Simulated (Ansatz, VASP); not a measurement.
HfN: VASP beside Ansatz

```
Hf N
1.0
     0.00000    2.25900    2.32677
     2.25900    0.00000    2.32677
     2.25900    2.25900    0.00000
Hf N
1 1
Cartesian
  0.0000 0.0000 0.0000
  2.2590 2.2590 2.3268
```

Change from the starting cell: z stretched by +3 %, ions relaxed.

Alike in both runs: functional PBE; k mesh 18 × 18 × 18; occupations fermi-dirac, width 0.05 eV; no spin polarisation.

Ansatz relaxed the structure, and its values are those at the end. VASP's run is a single point on that final structure, the one shown.

```csv
,VASP,Ansatz
version,VASP 6.6.1,Ansatz 0.2.0
potentials or method,"VASP PAW PBE potentials, release 64 (Hf_pv, N)","plane-wave PAW, scalar-relativistic"
plane-wave cutoff (eV),520,420
valence electrons in the cell,15,31
```

Ansatz gave:

* pressure (GPa): -2.0

**Question.** Which values does VASP return?

**Answer.** Pressure (GPa): -4.3.

With one functional, cell and mesh, what is left measures potentials, basis and numerics. VASP's potentials hold 15 valence electrons a cell and Ansatz's 31, so a difference there can come from the potentials and not from the codes. Ansatz's warnings: stress scf threshold loose.

Neither program's run includes spin-orbit coupling.
